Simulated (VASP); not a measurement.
Crystal: Ni.

```
CELL_PARAMETERS angstrom
0.00000 1.68575 1.68575
1.68575 0.00000 1.68575
1.68575 1.68575 0.00000
ATOMIC_POSITIONS crystal
Ni 0.00000 0.00000 0.00000
```

Base run:

| Item | Value |
| --- | --- |
| Program | VASP 6.6.1 |
| Functional | PBE |
| Potentials or basis | VASP PAW PBE potentials, release 64 (Ni) |
| Cutoff | 520 eV |
| k mesh | 24 × 24 × 24 |
| Occupations | gaussian, width 0.15 eV |
| Spin | collinear spin, ferromagnetic start |
| Starting moments | [0.25] μB |
| Fixed moment | 0.25 μB |

Its results: pressure 33.3 GPa; site moments Ni +0.25 μB.

Q: The run is repeated on the same cell with these changes: fixed moment from 0.25 μB to 1 μB; moments at the start from [0.25] to [1.0]. What comes out?

A: Pressure 39.3 GPa; site moments Ni +0.99 μB.

Caveats: the cell stands under pressure; the total moment is fixed, so each spin has its own Fermi level.
